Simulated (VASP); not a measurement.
# SnO (P4/nmm) in VASP: further runs, part 2 of 2

VASP 6.6.1. The steps go on from the part before.

## 4. Single point, PBE (17.13 Å³/atom)

This run uses another cell than the first one, of 17.13 Å³/atom.

INCAR reads:

```
SYSTEM = SnO
PREC     = Accurate       ! precision mode
ENCUT    = 520            ! plane-wave cutoff, eV
EDIFF    = 1E-6           ! SCF threshold, eV
ISMEAR   = -1             ! smearing method
SIGMA    = 0.01           ! smearing width, eV
LREAL    = .FALSE.        ! projectors in reciprocal space
LASPH    = .TRUE.         ! aspherical terms in the spheres
NELM     = 80             ! most SCF steps
ALGO     = Normal         ! electronic algorithm
ISIF     = 2              ! what is computed and relaxed
LWAVE    = .FALSE.        ! write WAVECAR
LCHARG   = .FALSE.        ! write CHGCAR
GGA      = PE             ! functional
NBANDS   = 28             ! bands
```

KPOINTS reads:

```
regular mesh
0
G
  8 8 6
  0 0 0
```

POSCAR reads:

```
SnO
1.0
    3.7764824526      0.0000000000      0.0000000000
    0.0000000000      3.7764824526      0.0000000000
    0.0000000000      0.0000000000      4.8035426462
Sn O
2 2
Direct
    0.0000000000      0.5000000000      0.2385000000
    0.5000000000      0.0000000000      0.7615000000
    0.0000000000      0.0000000000      0.0000000000
    0.5000000000      0.5000000000      0.0000000000
```

Potentials or basis: VASP PAW PBE potentials, release 64 (Sn_d, O).

Launch:

```bash
$ cat potpaw_PBE.64/Sn_d/POTCAR potpaw_PBE.64/O/POTCAR > POTCAR
$ mpirun -np 1 vasp_std > vasp.out
```

OUTCAR:

```text
SYSTEM = SnO
   PREC = Accurate
   ENCUT = 520
   EDIFF = 1E-6
   ISMEAR = -1
   LREAL = .FALSE.
   LASPH = .TRUE.
   NELM = 80
   ISIF = 2
   GGA = PE

 ion  position               nearest neighbor table
   1  0.000  0.500  0.239-   3 2.21   4 2.21   3 2.21   4 2.21   2 3.52   2 3.52   2 3.52   2 3.52
                             2 3.67   2 3.67   2 3.67   2 3.67
   2  0.500  0.000  0.761-   3 2.21   4 2.21   4 2.21   3 2.21   1 3.52   1 3.52   1 3.52   1 3.52
                             1 3.67   1 3.67   1 3.67   1 3.67
   3  0.000  0.000  0.000-   1 2.21   2 2.21   1 2.21   2 2.21
   4  0.500  0.500  0.000-   1 2.21   2 2.21   2 2.21   1 2.21

  LATTYP: Found a simple tetragonal cell.
 ALAT       =     3.7764824526
 C/A-ratio  =     1.2719621252

  Lattice vectors:

 A1 = (   3.7764824526,   0.0000000000,   0.0000000000)
 A2 = (   0.0000000000,   3.7764824526,   0.0000000000)
 A3 = (   0.0000000000,   0.0000000000,   4.8035426462)

Analysis of symmetry for initial positions (statically):
=====================================================================
 Subroutine PRICEL returns:
 Original cell was already a primitive cell.

 Routine SETGRP: Setting up the symmetry group for a
 simple tetragonal supercell.

 Subroutine GETGRP returns: Found 16 space group operations
 (whereof  8 operations were pure point group operations)
 out of a pool of 16 trial point group operations.

The static configuration has the point symmetry D_2d.
 The point group associated with its full space group is D_4h.

Analysis of symmetry for dynamics (positions and initial velocities):
=====================================================================
 Subroutine PRICEL returns:
 Original cell was already a primitive cell.

 Routine SETGRP: Setting up the symmetry group for a
 simple tetragonal supercell.

 Subroutine GETGRP returns: Found 16 space group operations
 (whereof  8 operations were pure point group operations)
 out of a pool of 16 trial point group operations.

The dynamic configuration has the point symmetry D_2d.
 The point group associated with its full space group is D_4h.

 Subroutine INISYM returns: Found 16 space group operations
 (whereof  8 operations are pure point group operations),
 and found     1 'primitive' translations

----------------------------------------------------------------------------------------

                                     Primitive cell

  volume of cell :      68.5073

  direct lattice vectors                    reciprocal lattice vectors
     3.776482453  0.000000000  0.000000000     0.264796676  0.000000000  0.000000000
     0.000000000  3.776482453  0.000000000     0.000000000  0.264796676  0.000000000
     0.000000000  0.000000000  4.803542646     0.000000000  0.000000000  0.208179686

  length of vectors
     3.776482453  3.776482453  4.803542646     0.264796676  0.264796676  0.208179686

  position of ions in fractional coordinates (direct lattice)
     0.000000000  0.500000000  0.238500000
     0.500000000  0.000000000  0.761500000
     0.000000000  0.000000000  0.000000000
     0.500000000  0.500000000  0.000000000

  ion indices of the primitive-cell ions
   primitive index   ion index
                 1           1
                 2           2
                 3           3
                 4           4

----------------------------------------------------------------------------------------

 KPOINTS: regular mesh

Automatic generation of k-mesh.
 Grid dimensions read from file:
 generate k-points for:    8    8    6

 Generating k-lattice:

  Cartesian coordinates                     Fractional coordinates (reciprocal lattice)
     0.033099584  0.000000000  0.000000000     0.125000000  0.000000000  0.000000000
     0.000000000  0.033099584  0.000000000     0.000000000  0.125000000  0.000000000
     0.000000000  0.000000000  0.034696614     0.000000000  0.000000000  0.166666667

  Length of vectors
     0.033099584  0.033099584  0.034696614

  Shift w.r.t. Gamma in fractional coordinates (k-lattice)
     0.000000000  0.000000000  0.000000000

 Subroutine IBZKPT returns following result:
 ===========================================

 Found     60 irreducible k-points:

 Following reciprocal coordinates:
            Coordinates               Weight
  0.000000  0.000000  0.000000      1.000000
  0.125000  0.000000  0.000000      4.000000
  0.250000  0.000000  0.000000      4.000000
  0.375000  0.000000  0.000000      4.000000
  0.500000  0.000000  0.000000      2.000000
  0.125000  0.125000  0.000000      4.000000
[... 16 lines left out ...]
  0.375000  0.125000  0.166667     16.000000
  0.500000  0.125000  0.166667      8.000000
 [... further k-points ...]
   k-points           NKPTS =     60   k-points in BZ     NKDIM =     60   number of bands    NBANDS=     28
   number of dos      NEDOS =    301   number of ions     NIONS =      4
   total plane-waves  NPLWV =  28224
   dimension x,y,z NGX =    28 NGY =   28 NGZ =   36
   dimension x,y,z NGXF=    56 NGYF=   56 NGZF=   72
   ions per type =               2   2
   NGX,Y,Z   is equivalent  to a cutoff of  12.33, 12.33, 12.46 a.u.
   NGXF,Y,Z  is equivalent  to a cutoff of  24.65, 24.65, 24.92 a.u.
 SYSTEM =  SnO
   PREC   = accura    normal or accurate (medium, high low for compatibility)
   ISTART =      0    job   : 0-new  1-cont  2-samecut
   ICHARG =      2    charge: 1-file 2-atom 10-const
   ISPIN  =      1    spin polarized calculation?
   LNONCOLLINEAR =      F non collinear calculations
   LSORBIT =      F    spin-orbit coupling
   LASPH  =      T    aspherical Exc in radial PAW
   ENCUT  =  520.0 eV  38.22 Ry    6.18 a.u.   7.02  7.02  8.93*2*pi/ulx,y,z
   NELM   =     80;   NELMIN=  2; NELMDL= -5     # of ELM steps
   EDIFF  = 0.1E-05   stopping-criterion for ELM
   LREAL  =      F    real-space projection
   EDIFFG = 0.1E-04   stopping-criterion for IOM
   NSW    =      0    number of steps for IOM
   IBRION =     -1    ionic relax: 0-MD 1-quasi-New 2-CG
   NFREE  =      0    steps in history (QN), initial steepest desc. (CG)
   ISIF   =      2    stress and relaxation
   ISYM   =      2    0-nonsym 1-usesym 2-fastsym
   POTIM  = 0.5000    time-step for ionic-motion
   TEBEG  =    0.0;   TEEND  =   0.0 temperature during run
   PSTRESS=    0.0 pullay stress
   NELECT =      40.0000    total number of electrons
   NUPDOWN=      -1.0000    fix difference up-down
   EMIN   =  10.00;   EMAX   =-10.00  energy-range for DOS
   EFERMI =   0.00;   METHOD = LEGACY
   ISMEAR =    -1;   SIGMA  =   0.01  broadening in eV -4-tet -1-fermi 0-gaus
   EFERMI_NEDOS =   21; number of points for ismear=-14 and -15
   IALGO  =     38    algorithm
   IMIX   =      4    mixing-type and parameters
     AMIX     =   0.40;   BMIX     =  1.00
     AMIX_MAG =   1.60;   BMIX_MAG =  1.00
  volume/ion in A,a.u.               =      17.13       115.58
  Fermi-wavevector in a.u.,A,eV,Ry     =   1.368304  2.585720 25.473591  1.872256
  Thomas-Fermi vector in A             =   2.494280
   LORBIT       =      0    0 simple, 1 ext, 2 COOP (PROOUT), +10 PAW based schemes
   GGA     = PE    functional components
[... 5 lines left out ...]
 non-spin polarized calculation
  energy-cutoff  :      520.00
  volume of cell :       68.51
 maximum number of plane-waves:      1872
   NGX = 15   NGY = 15   NGZ = 17

 number of electron      40.0000009 magnetization

 Free energy of the ion-electron system (eV)
  ---------------------------------------------------
  ext. energy  EPLUGINS =         0.00000000
  ---------------------------------------------------
  free energy    TOTEN  =       -22.62035134 eV

  energy without entropy =      -22.62017275  energy(sigma->0) =      -22.62026204

 E-fermi :   7.5398     XC(G=0): -10.3723

 val. band max:        7.5313072345   @ k =   0.1250   0.0000   0.0000
 cond. band min:       7.5494255046   @ k =   0.0000   0.0000   0.0000
 fundamental gap:      0.0181182701
 Fermi energy:         7.5397992834

 k-point     1 :       0.0000    0.0000    0.0000
  band No.  band energies     occupation
      1     -14.6410      2.00000
      2     -14.1570      2.00000
      3     -14.1570      2.00000
      4     -14.1537      2.00000
      5     -14.1046      2.00000
      6     -14.0993      2.00000
[... 20 lines left out ...]
     27      14.2496      0.00000
[... 691 lines left out ...]
      6     -14.1081      2.00000
[... 20 lines left out ...]
     27      16.1501      0.00000
     28      16.1501      0.00000

 [... further k-points ...]

------------------------ aborting loop because EDIFF is reached ----------------------------------------

  FORCE on cell =-STRESS in cart. coord.  units (eV):
  Direction    XX          YY          ZZ          XY          YZ          ZX
  --------------------------------------------------------------------------------------
  -------------------------------------------------------------------------------------
  Total        3.0429189      3.0429189      2.3430823      0.0000000      0.0000000      0.0000000
  in kB       71.1646586     71.1646586     54.7975983      0.0000000      0.0000000      0.0000000
  external PRESSURE =      65.7089718 kB  Pullay stress =       0.0000000 kB

 VOLUME and BASIS-vectors are now :
 -----------------------------------------------------------------------------
  energy-cutoff  :      520.00
  volume of cell :       68.51
      direct lattice vectors                 reciprocal lattice vectors
     3.776482453  0.000000000  0.000000000     0.264796676  0.000000000  0.000000000
     0.000000000  3.776482453  0.000000000     0.000000000  0.264796676  0.000000000
     0.000000000  0.000000000  4.803542646     0.000000000  0.000000000  0.208179686

 POSITION                                       TOTAL-FORCE (eV/Angst)
 -----------------------------------------------------------------------------------
      0.00000      1.88824      1.14564         0.000000      0.000000      0.754371
      1.88824      0.00000      3.65790        -0.000000      0.000000     -0.754371
      0.00000      0.00000      0.00000        -0.000000      0.000000      0.000000
      1.88824      1.88824      0.00000        -0.000000     -0.000000      0.000000
 -----------------------------------------------------------------------------------
    total drift:                                0.000000      0.000000      0.000000

  FREE ENERGIE OF THE ION-ELECTRON SYSTEM (eV)
  ---------------------------------------------------
  free  energy   TOTEN  =       -22.6203513434 eV

  energy  without entropy=      -22.6201727461  energy(sigma->0) =      -22.62026204
```

Run time: 2.6 min. Hardware: 1 thread of Intel Xeon 8259CL, shared host; peak memory 0.23 GiB.

Results:

```yaml
Free_energy: -22.6204 eV
Pressure: 6.6 GPa
Largest_force: 0.754 eV/Å
Band_gap_on_the_k_mesh: zero (bands 20 and 21 overlap by 0.05 eV)
```

Forces on the atoms (eV/Å):
```
Sn   0.000  0.000  0.754
Sn   0.000  0.000 -0.754
O    0.000  0.000  0.000
O    0.000  0.000  0.000
```

Levels at points of the mesh, in eV from the Fermi level:
```tsv
k point	band 18	band 19	band 20	band 21	band 22	band 23
(0.00, 0.00, 0.00)	-3.36	-3.36	0.01	2.14	4.36	4.66
(0.50, 0.00, 0.00)	-5.08	-2.87	-2.87	3.20	3.20	5.94
(0.50, 0.50, 0.00)	-2.69	-1.96	-1.96	-0.04	-0.04	4.41
(0.00, 0.00, 0.50)	-3.38	-3.08	-2.39	1.67	2.89	2.89
(0.50, 0.00, 0.50)	-5.04	-1.86	-1.86	2.57	2.57	5.43
(0.50, 0.50, 0.50)	-2.78	-2.69	-2.69	2.25	2.25	4.07
```

Caveat: the cell stands under pressure; semilocal functionals underestimate gaps, and a narrow one can read as zero; spin-orbit coupling is left out, which moves the levels of the heavy elements.

## 5. Single point, PBE (17.83 Å³/atom)

This run uses another cell than the first one, of 17.83 Å³/atom.

INCAR reads:

```
SYSTEM = SnO
PREC = Accurate ; ENCUT = 520
EDIFF = 1E-6 ; ISMEAR = -1
SIGMA = 0.01 ; LREAL = .False.
LASPH = .True. ; NELM = 100
ALGO = Normal ; ISIF = 2
LWAVE = .False. ; LCHARG = .False.
GGA = PE ; NBANDS = 28
```

KPOINTS reads:

```
regular mesh
0
Gamma
  8 8 6
  0 0 0
```

POSCAR reads:

```
SnO
1.0
    3.8271795418      0.0000000000      0.0000000000
    0.0000000000      3.8271795418      0.0000000000
    0.0000000000      0.0000000000      4.8680274234
Sn O
2 2
Direct
    0.0000000000      0.5000000000      0.2385000000
    0.5000000000      0.0000000000      0.7615000000
    0.0000000000      0.0000000000      0.0000000000
    0.5000000000      0.5000000000      0.0000000000
```

Launch:

```bash
$ cat potpaw_PBE.64/Sn_d/POTCAR potpaw_PBE.64/O/POTCAR > POTCAR
$ mpirun -np 1 vasp_std > vasp.out
```

Run time: 2.4 min. Hardware: 1 thread of Intel Xeon 8259CL, shared host; peak memory 0.24 GiB.

It converged, with:

```
Free energy            : -22.7008 eV
Pressure               : 2.5 GPa
Largest force          : 0.153 eV/Å
Band gap on the k mesh : 0.10 eV (least direct gap 1.98 eV)
```

Forces on the atoms (eV/Å):
```
Sn   0.000  0.000  0.153
Sn   0.000  0.000 -0.153
O    0.000  0.000  0.000
O    0.000  0.000  0.000
```

Stress tensor (GPa, compression positive):
```
2.72 0.00 0.00
0.00 2.72 0.00
0.00 0.00 1.95
```

Levels at points of the mesh, in eV from the valence-band top:
```csv
k point,band 17,band 18,band 19,band 20,band 21,band 22,band 23,band 24
"(0.00, 0.00, 0.00)",-3.38,-3.07,-3.07,0.00,2.07,4.40,4.64,4.64
"(0.50, 0.00, 0.00)",-4.71,-4.71,-2.66,-2.66,3.16,3.16,5.85,5.85
"(0.50, 0.50, 0.00)",-2.42,-2.42,-1.88,-1.88,0.10,0.10,4.47,4.47
"(0.00, 0.00, 0.50)",-3.18,-3.08,-3.08,-2.17,1.73,2.96,2.96,3.67
"(0.50, 0.00, 0.50)",-4.68,-4.68,-1.71,-1.71,2.56,2.56,5.38,5.38
"(0.50, 0.50, 0.50)",-2.66,-2.66,-2.42,-2.42,2.35,2.35,4.00,4.00
```

Caveat: semilocal functionals underestimate gaps, and a narrow one can read as zero; spin-orbit coupling is left out, which moves the levels of the heavy elements. A k mesh can miss the band edges.

## 6. Single point, PBE (18.18 Å³/atom)

This run uses another cell than the first one, of 18.18 Å³/atom.

INCAR reads:

```
PREC     = Accurate       # precision mode
ENCUT    = 520            # plane-wave cutoff, eV
EDIFF    = 1E-6           # SCF threshold, eV
ISMEAR   = -1             # smearing method
SIGMA    = 0.01           # smearing width, eV
LREAL    = False          # projectors in reciprocal space
LASPH    = True           # aspherical terms in the spheres
NELM     = 80             # most SCF steps
ALGO     = Normal         # electronic algorithm
ISIF     = 2              # what is computed and relaxed
LWAVE    = False          # write WAVECAR
LCHARG   = False          # write CHGCAR
GGA      = PE             # functional
NBANDS   = 28             # bands
```

KPOINTS reads:

```
regular mesh
0
Gamma
  8 8 6
```

POSCAR reads:

```
SnO
1.0
    3.8520320533      0.0000000000      0.0000000000
    0.0000000000      3.8520320533      0.0000000000
    0.0000000000      0.0000000000      4.8996388769
Sn O
2 2
Direct
    0.0000000000      0.5000000000      0.2385000000
    0.5000000000      0.0000000000      0.7615000000
    0.0000000000      0.0000000000      0.0000000000
    0.5000000000      0.5000000000      0.0000000000
```

Potentials or basis: VASP PAW PBE potentials, release 64 (Sn_d, O).

Launch:

```bash
$ cat potpaw_PBE.64/Sn_d/POTCAR potpaw_PBE.64/O/POTCAR > POTCAR
$ mpirun -np 1 vasp_std > vasp.out
```

Wall time 2.8 min (1 thread of Intel Xeon 8259CL, shared host); peak memory 0.24 GiB.

The run converged. Its results:

| Quantity | Value |
| --- | --- |
| Free energy | -22.7156 eV |
| Pressure | 0.7 GPa |
| Largest force | 0.102 eV/Å |
| Band gap on the k mesh | 0.17 eV (least direct gap 2.01 eV) |

Forces on the atoms (eV/Å):
```
Sn   0.000  0.000 -0.102
Sn   0.000  0.000  0.102
O    0.000  0.000  0.000
O    0.000  0.000  0.000
```

Stress tensor (GPa, compression positive):
```
0.78 0.00 0.00
0.00 0.78 0.00
0.00 0.00 0.43
```

Levels at points of the mesh, in eV from the valence-band top:
```tsv
k point	band 18	band 19	band 20	band 21	band 22	band 23
(0.00, 0.00, 0.00)	-2.93	-2.93	0.00	2.04	4.42	4.64
(0.50, 0.00, 0.00)	-4.54	-2.55	-2.55	3.14	3.14	5.81
(0.50, 0.50, 0.00)	-2.29	-1.84	-1.84	0.17	0.17	4.50
(0.00, 0.00, 0.50)	-2.94	-2.94	-2.05	1.76	3.00	3.00
(0.50, 0.00, 0.50)	-4.50	-1.63	-1.63	2.56	2.56	5.36
(0.50, 0.50, 0.50)	-2.59	-2.29	-2.29	2.40	2.40	3.98
```

Caveat: semilocal functionals underestimate gaps, and a narrow one can read as zero; spin-orbit coupling is left out, which moves the levels of the heavy elements.

## 7. The runs side by side

| cell | gap on the mesh (eV) | pressure (GPa) | largest force (eV/Å) |
| --- | --- | --- | --- |
| a = 3.802, b = 3.802, c = 4.691 Å, 4 atoms | 0.06 | 7.3 | 0.99 |
| a = 3.751, b = 3.751, c = 4.771 Å, 4 atoms | none | 9.0 | 1.07 |
| a = 3.776, b = 3.776, c = 4.804 Å, 4 atoms | none | 6.6 | 0.75 |
| a = 3.827, b = 3.827, c = 4.868 Å, 4 atoms | 0.10 | 2.5 | 0.15 |
| a = 3.852, b = 3.852, c = 4.900 Å, 4 atoms | 0.17 | 0.7 | 0.10 |

Alike in all rows: task single point; level PBE; potentials or basis VASP PAW PBE potentials, release 64 (Sn_d, O); no spin polarisation; k mesh 8 × 8 × 6; cutoff (eV) 520; smearing fermi-dirac 0.01 eV.

Caveats: semilocal functionals underestimate gaps, and a narrow one can read as zero; spin-orbit coupling is left out, which moves the levels of the heavy elements; the cell stands under pressure (at least some runs); forces of over 1 eV/Å act on the atoms, so gaps and moduli don't describe the material at rest (at least some runs).

Absolute energies hang on the potentials; compare differences alone.
